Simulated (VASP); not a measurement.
Wanted: the native input for a VASP 6.6.1 run.

| Item | Value |
| --- | --- |
| Task | single point |
| Functional | PBE |
| Dispersion | D3(BJ) |
| Potentials or basis | VASP PAW PBE potentials, release 64 (Sn_d, Se) |
| Cutoff | 500 eV |
| k mesh | 12 × 12 × 6 |
| Occupations | gaussian, width 0.03 eV |
| Spin | no spin polarisation |
| Dipole correction | no |
| Further INCAR settings | ALGO = Normal; EDIFF = 1e-06; NBANDS = 20 |

The structure of SnSe2 lies in POSCAR:

```
SnSe2
1.0
    3.8880000000      0.0000000000      0.0000000000
   -1.9440000000      3.3671067699      0.0000000000
    0.0000000000      0.0000000000      6.0099097605
Sn Se
1 2
Direct
    0.0000000000      0.0000000000      0.0000000000
    0.3333333333      0.6666666667      0.2651331237
    0.6666666667      0.3333333333      0.7348668763
```

The input as run:

INCAR

```
SYSTEM = SnSe2
PREC = Accurate
ENCUT = 500
EDIFF = 1E-6
ISMEAR = 0
SIGMA = 0.03
LREAL = .False.
LASPH = .True.
NELM = 120
ALGO = Normal
ISIF = 2
LWAVE = .False.
LCHARG = .False.
GGA = PE
IVDW = 12
NBANDS = 20
GGA_COMPAT = .False.
```

KPOINTS

```
regular mesh
0
Gamma
  12 12 6
  0 0 0
```

Potentials or basis: VASP PAW PBE potentials, release 64 (Sn_d, Se).

The run is started by

```sh
$ cat potpaw_PBE.64/Sn_d/POTCAR potpaw_PBE.64/Se/POTCAR > POTCAR
$ mpirun -np 1 vasp_std > vasp.out
```

It gave:

The pressure is -1.5 GPa, the largest force is 0.103 eV/Å and the band gap on the k mesh is 0.29 eV (least direct gap 0.60 eV). The dispersion energy per atom is -0.355 eV.

Caveat: spin-orbit coupling is left out, which moves the levels of the heavy elements.

Wall time 2.4 min on 1 thread of Intel Xeon 8259CL (shared host), peak memory 0.3 GiB.
